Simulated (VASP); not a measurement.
Here is a VASP 6.6.1 calculation.

File INCAR:

```
  ALGO = Normal
  EDIFF = 1E-7
  EDIFFG = -0.005
  ENCUT = 600
  GGA = PS
  IBRION = 2
  ISIF = 3
  ISMEAR = -1
  IVDW = 13
  LASPH = T
  LCHARG = F
  LREAL = F
  LWAVE = F
  NELM = 100
  NSW = 80
  PREC = Accurate
  SIGMA = 0.05
```

The input KPOINTS:

```
k-points
0
Gamma
  7 7 7
```

The input POSCAR:

```
BaS
1.0
    0.0000000000      3.1937500000      3.1937500000
    3.1937500000      0.0000000000      3.1937500000
    3.1937500000      3.1937500000      0.0000000000
Ba S
1 1
Direct
    0.0000000000      0.0000000000      0.0000000000
    0.5000000000      0.5000000000      0.5000000000
```

Potentials or basis: VASP PAW PBE potentials, release 64 (Ba_sv, S).

Run with:

```sh
$ cat potpaw_PBE.64/Ba_sv/POTCAR potpaw_PBE.64/S/POTCAR > POTCAR
$ mpirun -np 1 vasp_std > vasp.out
```

(1) Predict the dispersion energy per atom.

(2) Estimate the band gap on the k mesh.

Results:

(1) -0.146 eV.

(2) 1.99 eV, indirect (least direct gap 2.13 eV).

Caveat: spin-orbit coupling is left out, which moves the levels of the heavy elements.
